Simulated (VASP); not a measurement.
# Se (P6_3/mmc) in VASP: notebook, part 2 of 2

VASP 6.6.1. The steps go on from the part before.

## 3. Electric field gradients, PBE (21.07 Å³/atom)

Input file INCAR:

```
SYSTEM = Se
  PREC = Accurate
  ENCUT = 520
  EDIFF = 1E-8
  ISMEAR = -1
  SIGMA = 0.03
  LREAL = .FALSE.
  LASPH = .TRUE.
  NELM = 80
  ALGO = Normal
  ISIF = 2
  LWAVE = .FALSE.
  LCHARG = .FALSE.
  GGA = PE
  LEFG = .TRUE.
  NBANDS = 13
```

Input file KPOINTS:

```
regular mesh
0
G
  19 19 10
  0 0 0
```

Input file POSCAR:

```
Se
1.0
    3.6092353013      0.0000000000      0.0000000000
   -1.8046176506      3.1256894592      0.0000000000
    0.0000000000      0.0000000000      3.7356380842
Se
2
Direct
    0.3333333333      0.6666666667      0.2500000000
    0.6666666667      0.3333333333      0.7500000000
```

Potentials or basis: VASP PAW PBE potentials, release 64 (Se).

On the command line:

```
$ cat potpaw_PBE.64/Se/POTCAR > POTCAR
$ mpirun -np 1 vasp_std > vasp.out
```

OUTCAR:

```text
SYSTEM = Se
   PREC = Accurate
   ENCUT = 520
   EDIFF = 1E-8
   ISMEAR = -1
   LREAL = .FALSE.
   LASPH = .TRUE.
   NELM = 80
   ISIF = 2
   GGA = PE

 ion  position               nearest neighbor table
   1  0.333  0.667  0.250-
   2  0.667  0.333  0.750-

  LATTYP: Found a hexagonal cell.
 ALAT       =     3.6092353013
 C/A-ratio  =     1.0350220399

  Lattice vectors:

 A1 = (   3.6092353013,   0.0000000000,   0.0000000000)
 A2 = (  -1.8046176506,   3.1256894592,   0.0000000000)
 A3 = (   0.0000000000,   0.0000000000,   3.7356380842)

Analysis of symmetry for initial positions (statically):
=====================================================================
 Subroutine PRICEL returns:
 Original cell was already a primitive cell.

 Routine SETGRP: Setting up the symmetry group for a
 hexagonal supercell.

 Subroutine GETGRP returns: Found 24 space group operations
 (whereof 12 operations were pure point group operations)
 out of a pool of 24 trial point group operations.

The static configuration has the point symmetry D_3d.
 The point group associated with its full space group is D_6h.

Analysis of symmetry for dynamics (positions and initial velocities):
=====================================================================
 Subroutine PRICEL returns:
 Original cell was already a primitive cell.

 Routine SETGRP: Setting up the symmetry group for a
 hexagonal supercell.

 Subroutine GETGRP returns: Found 24 space group operations
 (whereof 12 operations were pure point group operations)
 out of a pool of 24 trial point group operations.

The dynamic configuration has the point symmetry D_3d.
 The point group associated with its full space group is D_6h.

 Subroutine INISYM returns: Found 24 space group operations
 (whereof 12 operations are pure point group operations),
 and found     1 'primitive' translations

----------------------------------------------------------------------------------------

                                     Primitive cell

  volume of cell :      42.1430

  direct lattice vectors                    reciprocal lattice vectors
     3.609235301  0.000000000  0.000000000     0.277067001  0.159964707  0.000000000
    -1.804617651  3.125689459  0.000000000     0.000000000  0.319929415  0.000000000
     0.000000000  0.000000000  3.735638084     0.000000000  0.000000000  0.267691885

  length of vectors
     3.609235301  3.609235301  3.735638084     0.319929415  0.319929415  0.267691885

  position of ions in fractional coordinates (direct lattice)
     0.333333333  0.666666667  0.250000000
     0.666666667  0.333333333  0.750000000

  ion indices of the primitive-cell ions
   primitive index   ion index
                 1           1
                 2           2

----------------------------------------------------------------------------------------

 KPOINTS: regular mesh
[... 84 lines left out ...]
   EFERMI_NEDOS =   21; number of points for ismear=-14 and -15
   IALGO  =     38    algorithm
   IMIX   =      4    mixing-type and parameters
     AMIX     =   0.40;   BMIX     =  1.00
     AMIX_MAG =   1.60;   BMIX_MAG =  1.00
  volume/ion in A,a.u.               =      21.07       142.20
  Fermi-wavevector in a.u.,A,eV,Ry     =   1.077027  2.035286 15.782587  1.159987
  Thomas-Fermi vector in A             =   2.212928
   LORBIT       =      0    0 simple, 1 ext, 2 COOP (PROOUT), +10 PAW based schemes
   GGA     = PE    functional components
   LHFCALC =     F    Hartree Fock is set to
   AEXX    =    0.0000 exact exchange contribution
   IVDW    =     0    specifies the selected vdW correction
   LEPSILON=     F    determine dielectric tensor
   LRPA    =     F    only Hartree local field effects (RPA)
 non-spin polarized calculation
  energy-cutoff  :      520.00
  volume of cell :       42.14
 maximum number of plane-waves:      1154
 NGX is ok and might be reduce to    28
   NGX = 13   NGY = 13   NGZ = 13

 number of electron      12.0000000 magnetization

 Free energy of the ion-electron system (eV)
  ---------------------------------------------------
  ext. energy  EPLUGINS =         0.00000000
  ---------------------------------------------------
  free energy    TOTEN  =        -6.24840664 eV

  energy without entropy =       -6.24613445  energy(sigma->0) =       -6.24727054

 E-fermi :   5.4147     XC(G=0): -10.2840

 val. band max:        5.4075072311   @ k =   0.1053   0.0526   0.4000
 cond. band min:       5.4264226780   @ k =   0.1053   0.1053   0.1000
 fundamental gap:      0.0189154469
 Fermi energy:         5.4146538020

 k-point     1 :       0.0000    0.0000    0.0000
  band No.  band energies     occupation
      1     -11.0882      2.00000
      2      -4.6535      2.00000
      3       0.3720      2.00000
      4       2.8585      2.00000
      5       2.8585      2.00000
      6       6.1959      0.00000
      7       6.1959      0.00000
      8       9.0211      0.00000
      9       9.3191      0.00000
     10      12.6351      0.00000
     11      15.4958      0.00000
     12      15.4958      0.00000
     13      17.1911      0.00000
[... 354 lines left out ...]
  band No.  band energies     occupation
      1      -9.5657      2.00000
      2      -6.6024      2.00000
      3       0.4438      2.00000
      4       1.9938      2.00000
      5       2.0500      2.00000
      6       4.9168      2.00000
      7       5.5343      0.03644
      8       7.4886      0.00000
      9      10.2871      0.00000
     10      14.0608      0.00000
     11      14.1895      0.00000
     12      17.4024      0.00000
     13      17.4417      0.00000

 [... further k-points ...]

------------------------ aborting loop because EDIFF is reached ----------------------------------------

  FORCE on cell =-STRESS in cart. coord.  units (eV):
  Direction    XX          YY          ZZ          XY          YZ          ZX
  --------------------------------------------------------------------------------------
  -------------------------------------------------------------------------------------
  Total        1.0127086      1.0127086      1.6902548      0.0000000      0.0000000      0.0000000
  in kB       38.5007574     38.5007574     64.2594398      0.0000000      0.0000000      0.0000000
  external PRESSURE =      47.0869848 kB  Pullay stress =       0.0000000 kB

 VOLUME and BASIS-vectors are now :
 -----------------------------------------------------------------------------
  energy-cutoff  :      520.00
  volume of cell :       42.14
      direct lattice vectors                 reciprocal lattice vectors
     3.609235301  0.000000000  0.000000000     0.277067001  0.159964707  0.000000000
    -1.804617651  3.125689459  0.000000000     0.000000000  0.319929415  0.000000000
     0.000000000  0.000000000  3.735638084     0.000000000  0.000000000  0.267691885

 POSITION                                       TOTAL-FORCE (eV/Angst)
 -----------------------------------------------------------------------------------
     -0.00000      2.08379      0.93391        -0.000000     -0.000000      0.000000
      1.80462      1.04190      2.80173         0.000000      0.000000      0.000000
 -----------------------------------------------------------------------------------
    total drift:                               -0.000000      0.000000      0.000000

  FREE ENERGIE OF THE ION-ELECTRON SYSTEM (eV)
  ---------------------------------------------------
  free  energy   TOTEN  =        -6.2484066384 eV

  energy  without entropy=       -6.2461344478  energy(sigma->0) =       -6.24727054

 Electric field gradients (V/A^2)
---------------------------------------------------------------------
 ion       V_xx      V_yy      V_zz      V_xy      V_xz      V_yz
---------------------------------------------------------------------
   1     -62.293   -62.293   124.587     0.000     0.000    -0.000
   2     -62.293   -62.293   124.587     0.000    -0.000     0.000
---------------------------------------------------------------------

 Electric field gradients after diagonalization (V/A^2)
 (convention: |V_zz| > |V_xx| > |V_yy|)
----------------------------------------------------------------------
 ion       V_xx      V_yy      V_zz     asymmetry (V_yy - V_xx)/ V_zz
----------------------------------------------------------------------
   1     -62.294   -62.293   124.587       0.000
   2     -62.294   -62.293   124.587       0.000
----------------------------------------------------------------------

           NMR quadrupolar parameters

 Cq : quadrupolar parameter    Cq=e*Q*V_zz/h
 eta: asymmetry parameters     (V_yy - V_xx)/ V_zz
 Q  : nuclear electric quadrupole moment in mb (millibarn)
----------------------------------------------------------------------
 ion       Cq(MHz)       eta       Q (mb)
----------------------------------------------------------------------
   1       0.301       0.000       1.000
   2       0.301       0.000       1.000
----------------------------------------------------------------------
```

stdout:

```text
POSCAR found type information on POSCAR Se
 POSCAR found :  1 types and       2 ions
 scaLAPACK will be used
 LDA part: xc-table for (Slater+PW92), standard interpolation
 POSCAR, INCAR and KPOINTS ok, starting setup
 FFT: planning ... GRIDC
 FFT: planning ... GRID_SOFT
 FFT: planning ... GRID
 WAVECAR not read
 entering main loop
ion   1

ion   2
```

Wall time 38 s (1 thread of Intel Xeon 6975P-C (Granite Rapids), shared host); peak memory 0.23 GiB.

Results:

* Free energy: -6.2484 eV
* Pressure: 4.7 GPa
* Band gap on the k mesh: zero (bands 6 and 7 overlap by 2.12 eV)
* Largest electric field gradient by atom: Se +124.6 V/Å²

Electric field gradients, principal values (V/Å²):
| atom | least | middle | greatest (by size) |
| --- | --- | --- | --- |
| 1 Se | -62.293 | -62.294 | 124.587 |
| 2 Se | -62.293 | -62.294 | 124.587 |

Caveat: the cell stands under pressure; without QUAD_EFG the Cq values of the log hold for a quadrupole moment of 1 mb, not for the nuclei.
